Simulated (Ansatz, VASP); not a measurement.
**One calculation of Sb, two programs**

The input INCAR:

```
SYSTEM = Sb
PREC = Accurate
ENCUT = 520
EDIFF = 1E-8
ISMEAR = -1
SIGMA = 0.05
LREAL = .FALSE.
LASPH = .TRUE.
NELM = 100
ALGO = Normal
ISIF = 2
LWAVE = .FALSE.
LCHARG = .FALSE.
GGA = PS
LEFG = .TRUE.
NBANDS = 12
```

The input KPOINTS:

```
Automatic mesh
0
G
  9 9 9
  0 0 0
```

The input POSCAR:

```
Sb
1.0
    2.1325272058      1.2312151563      3.7125363276
   -2.1325272058      1.2312151563      3.7125363276
    0.0000000000     -2.4624303126      3.7125363276
Sb
2
Direct
    0.2336400000      0.2336400000      0.2336400000
    0.7663600000      0.7663600000      0.7663600000
```

Input for Ansatz:

```yaml
crystal:
  lattice:
    - [2.1325272058, 1.2312151563, 3.7125363276]
    - [-2.1325272058, 1.2312151563, 3.7125363276]
    - [0.0, -2.4624303126, 3.7125363276]
  atoms:
    - { symbol: Sb, position: [0.23364, 0.23364, 0.23364] }
    - { symbol: Sb, position: [0.76636, 0.76636, 0.76636] }
kpoints:
  mp_grid: { grid: [9, 9, 9] }
scf:
  occupations: { method: fermi_dirac, width: 0.05 }
hamiltonian:
  xc: pbesol
  pseudopotentials: { kind: paw }
output:
  forces: true
  stress: true
  eigenvalues: true
  efg: { contact_densities: true }
```

Change from the starting cell: volume scaled by 0.975, PAW files.

Alike in both runs: task electric field gradients; functional PBEsol; k mesh 9 × 9 × 9; occupations fermi-dirac, width 0.05 eV; no spin polarisation.

|  | VASP | Ansatz |
| --- | --- | --- |
| version | VASP 6.6.1 | Ansatz 0.2.0 |
| potentials or method | VASP PAW PBE potentials, release 64 (Sb) | PAW with Ansatz's default frozen-core files, scalar-relativistic |
| plane-wave cutoff (eV) | 520 | 420 |
| valence electrons in the cell | 10 | 30 |

VASP gave:

| Item | Value |
| --- | --- |
| pressure (GPa) | 2.2 |
| traceless stress, the component that is largest in VASP (GPa) | -0.58 |
| rms of the force components (eV/Å) | 0.199 |
| size of Vzz on the site where it differs most (V/Å²) | 43.3 |

Q: Which values does Ansatz return?

A: Pressure (GPa): 2.0; traceless stress, the component that is largest in VASP (GPa): -0.52; rms of the force components (eV/Å): 0.162; size of Vzz on the site where it differs most (V/Å²): 47.5.

VASP's potentials were made for PBE, not for PBEsol. Atom by atom the forces differ by 0.036 eV/Å (rms over components). VASP's potentials hold 10 valence electrons a cell and Ansatz's 30, so a difference there can come from the potentials and not from the codes.

Spin-orbit coupling is off throughout.
